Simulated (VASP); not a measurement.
# ZnCd (Pm-3m) in VASP: a series of runs, part 2 of 2

VASP 6.6.1.

### Step 3. Single point, PBEsol

This run uses another cell than the first one, of 17.95 Å³/atom, 1.002 times its volume.

Contents of INCAR:

```
PREC = Accurate ; ENCUT = 520
EDIFF = 1E-6 ; ISMEAR = -1
SIGMA = 0.15 ; LREAL = F
LASPH = T ; NELM = 80
ALGO = Fast ; ISIF = 2
LWAVE = F ; LCHARG = F
GGA = PS ; NBANDS = 19
```

Contents of KPOINTS:

```
regular mesh
0
Gamma
  12 12 12
```

Contents of POSCAR:

```
ZnCd
1.0
    3.2989115627      0.0000000000      0.0000000000
    0.0000000000      3.2989115627      0.0000000000
    0.0000000000      0.0000000000      3.2989115627
Zn Cd
1 1
Direct
    0.5000000000      0.5000000000      0.5000000000
    0.0000000000      0.0000000000      0.0000000000
```

Potentials or basis: VASP PAW PBE potentials, release 64 (Zn, Cd).

Command:

```bash
cat potpaw_PBE.64/Zn/POTCAR potpaw_PBE.64/Cd/POTCAR > POTCAR
mpirun -np 1 vasp_std > vasp.out
```

Run time: 29 s. Hardware: 1 thread of Intel Xeon Platinum 8488C (Sapphire Rapids), shared host; peak memory 0.19 GiB.

The run converged. Its results:

- Free energy: -2.5251 eV
- Pressure: 0.3 GPa
- Band gap on the k mesh: zero (band 12 reaches 6.83 eV, above the bottom of band 13 at 2.02 eV)

Levels at points of the mesh, in eV from the Fermi level:
```tsv
k point	band 8	band 9	band 10	band 11	band 12	band 13	band 14	band 15	band 16	band 17
(0.00, 0.00, 0.00)	-7.52	-7.27	-7.27	-7.27	3.71	3.71	3.71	6.74	8.47	8.47
(0.50, 0.00, 0.00)	-7.55	-7.55	-7.42	-5.79	-5.40	8.12	8.12	8.71	8.71	9.27
(0.50, 0.50, 0.00)	-7.29	-7.22	-7.22	-2.55	-2.55	-1.10	-0.68	9.24	11.31	11.31
(0.50, 0.50, 0.50)	-7.77	-7.28	-7.28	0.51	2.15	2.15	2.15	2.45	2.45	2.45
```

Caveat: the PAW data sets were made with another functional, which shifts forces and pressure a little.

### Step 4. Relaxation of cell and atoms, PBEsol

Contents of INCAR:

```
SYSTEM = ZnCd
ALGO = Normal ; EDIFF = 1E-6
EDIFFG = -0.005 ; ENCUT = 600
GGA = PS ; IBRION = 2
ISIF = 3 ; ISMEAR = 0
LASPH = .True. ; LCHARG = .False.
LREAL = .False. ; LWAVE = .False.
NELM = 60 ; NSW = 100
PREC = Accurate ; SIGMA = 0.1
```

Contents of KPOINTS:

```
k-points
0
Gamma
  12 12 12
  0 0 0
```

Contents of POSCAR:

```
ZnCd
1.0
    3.2965146361      0.0000000000      0.0000000000
    0.0000000000      3.2965146361      0.0000000000
    0.0000000000      0.0000000000      3.2965146361
Zn Cd
1 1
Direct
    0.5000000000      0.5000000000      0.5000000000
    0.0000000000      0.0000000000      0.0000000000
```

Command:

```bash
cat potpaw_PBE.64/Zn/POTCAR potpaw_PBE.64/Cd/POTCAR > POTCAR
mpirun -np 1 vasp_std > vasp.out
```

Run time: 98 s. Hardware: 1 thread of Intel Xeon 8259CL, shared host; peak memory 0.21 GiB.

The run converged. Its results:

* Free energy: -2.4990 eV
* Relaxed volume: 17.99 Å³/atom
* Relaxed cell: a = 3.301 Å, b = 3.301 Å, c = 3.301 Å, α = 90.00°, β = 90.00°, γ = 90.00°
* Space group after relaxing (to 0.05 Å): Pm-3m (No. 221)
* Energy gained by relaxing: 0.1 meV/atom
* Ionic steps: 2
* Pressure after relaxing: 0.0 GPa
* Band gap on the k mesh: zero (band 12 reaches 6.81 eV, above the bottom of band 13 at 1.99 eV)

Step by step:
```csv
step,energy change (eV),largest force (eV/Å),pressure (GPa),volume (Å³)
1,0.0000,0.0000,0.28,35.82
2,-0.0001,0.0000,0.01,35.99
```

Final structure:
```cif
data_structure
_symmetry_space_group_name_H-M 'P 1'
_symmetry_Int_Tables_number 1
_cell_length_a 3.3015
_cell_length_b 3.3015
_cell_length_c 3.3015
_cell_angle_alpha 90.000
_cell_angle_beta 90.000
_cell_angle_gamma 90.000
_cell_volume 35.99
loop_
_atom_site_label
_atom_site_type_symbol
_atom_site_fract_x
_atom_site_fract_y
_atom_site_fract_z
_atom_site_occupancy
Zn1 Zn 0.50000 0.50000 0.50000 1
Cd1 Cd 0.00000 0.00000 0.00000 1
```

Levels at points of the mesh, in eV from the Fermi level:
```tsv
k point	band 10	band 11	band 12	band 13	band 14	band 15
(0.00, 0.00, 0.00)	-7.28	-7.28	3.70	3.70	3.70	6.71
(0.50, 0.00, 0.00)	-7.42	-5.79	-5.40	8.10	8.10	8.68
(0.50, 0.50, 0.00)	-7.23	-2.54	-2.54	-1.11	-0.70	9.22
(0.50, 0.50, 0.50)	-7.28	0.50	2.14	2.14	2.14	2.44
```

Caveat: the PAW data sets were made with another functional, which shifts forces and pressure a little.

### Step 5. Relaxation of cell and atoms, PBEsol

Contents of INCAR:

```
SYSTEM = ZnCd
PREC = Accurate
ENCUT = 600
EDIFF = 1E-6
ISMEAR = -1
SIGMA = 0.15
LREAL = .False.
LASPH = .True.
NELM = 100
ALGO = Fast
ISIF = 3
LWAVE = .False.
LCHARG = .False.
GGA = PS
IBRION = 2
NSW = 80
EDIFFG = -0.001
```

Contents of KPOINTS:

```
regular mesh
0
Gamma
  12 12 12
  0 0 0
```

POSCAR is that of step 4.

Command:

```bash
cat potpaw_PBE.64/Zn/POTCAR potpaw_PBE.64/Cd/POTCAR > POTCAR
mpirun -np 1 vasp_std > vasp.out
```

It took 3.4 min on 1 thread of Intel Xeon 8259CL, shared host; peak memory 0.21 GiB.

The run converged. Its results:

```
Free energy                            : -2.5249 eV
Relaxed volume                         : 18.03 Å³/atom
Relaxed cell                           : a = 3.304 Å, b = 3.304 Å, c = 3.304 Å, α = 90.00°, β = 90.00°, γ = 90.00°
Space group after relaxing (to 0.05 Å) : Pm-3m (No. 221)
Energy gained by relaxing              : 0.1 meV/atom
Ionic steps                            : 5
Pressure after relaxing                : 0.0 GPa
Band gap on the k mesh                 : zero (band 12 reaches 6.79 eV, above the bottom of band 13 at 1.97 eV)
```

Step by step:
| step | energy change (eV) | largest force (eV/Å) | pressure (GPa) | volume (Å³) |
| --- | --- | --- | --- | --- |
| 1 | 0.0000 | 0.0000 | 0.50 | 35.82 |
| 2 | -0.0003 | 0.0000 | 0.01 | 36.11 |
| 3 | -0.0003 | 0.0000 | -0.15 | 36.12 |
| 4 | -0.0003 | 0.0000 | 0.04 | 36.03 |
| 5 | -0.0003 | 0.0000 | -0.01 | 36.06 |

Final structure:
```
CELL_PARAMETERS angstrom
3.30389 0.00000 0.00000
0.00000 3.30389 0.00000
0.00000 0.00000 3.30389
ATOMIC_POSITIONS crystal
Zn 0.50000 0.50000 0.50000
Cd 0.00000 0.00000 0.00000
```

Levels at points of the mesh, in eV from the Fermi level:
```tsv
k point	band 10	band 11	band 12	band 13	band 14	band 15
(0.00, 0.00, 0.00)	-7.26	-7.26	3.71	3.71	3.71	6.69
(0.50, 0.00, 0.00)	-7.40	-5.77	-5.38	8.10	8.10	8.68
(0.50, 0.50, 0.00)	-7.21	-2.53	-2.53	-1.11	-0.69	9.22
(0.50, 0.50, 0.50)	-7.27	0.50	2.16	2.16	2.16	2.45
```

Caveat: the PAW data sets were made with another functional, which shifts forces and pressure a little.

### Step 6. The runs side by side

```csv
task,cell,cutoff (eV),smearing,gap on the mesh (eV),pressure (GPa),relaxed volume (Å³/atom)
single point,"a = 3.297 Å, 2 atoms",520,gaussian 0.1 eV,none,0.4,-
single point,"a = 3.299 Å, 2 atoms",520,fermi-dirac 0.15 eV,none,0.3,-
relaxation of cell and atoms,"relaxed from a = 3.297 Å, 2 atoms",600,gaussian 0.1 eV,none,0.0,17.99
relaxation of cell and atoms,"relaxed from a = 3.297 Å, 2 atoms",600,fermi-dirac 0.15 eV,none,0.0,18.03
```

Alike in all rows: level PBEsol; potentials or basis VASP PAW PBE potentials, release 64 (Zn, Cd); no spin polarisation; k mesh 12 × 12 × 12.

Caveats: the PAW data sets were made with another functional, which shifts forces and pressure a little.

Absolute energies hang on the potentials; compare differences alone.
